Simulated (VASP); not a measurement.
Here is a VASP 6.6.1 calculation.

File INCAR:

```
PREC = Accurate
ENCUT = 500
EDIFF = 1E-7
ISMEAR = -1
SIGMA = 0.05
LREAL = False
LASPH = True
NELM = 120
ALGO = Normal
ISIF = 3
LWAVE = False
LCHARG = False
GGA = PS
IBRION = 2
NSW = 60
EDIFFG = -0.03
PSTRESS = 400.0
GGA_COMPAT = False
NELMIN = 4
```

The input KPOINTS:

```
Automatic mesh
0
Gamma
  10 10 10
```

File POSCAR:

```
Tc
1.0
    0.0000000000      1.9250000000      1.9250000000
    1.9250000000      0.0000000000      1.9250000000
    1.9250000000      1.9250000000      0.0000000000
Tc
1
Direct
    0.0000000000      0.0000000000      0.0000000000
```

Potentials or basis: VASP PAW PBE potentials, release 64 (Tc_pv).

Launch:

```sh
$ cat potpaw_PBE.64/Tc_pv/POTCAR > POTCAR
$ mpirun -np 1 vasp_std > vasp.out
```

(1) Predict the band gap on the k mesh.

(2) What does it give for the relaxed volume?

Answers

(1) zero (an odd number of electrons rules out a gap without spin polarisation).

(2) 12.73 Å³/atom.

Caveat: the cell is relaxed towards a set pressure, so the run minimises the enthalpy, not the energy; the PAW data sets were made with another functional, which shifts forces and pressure a little.
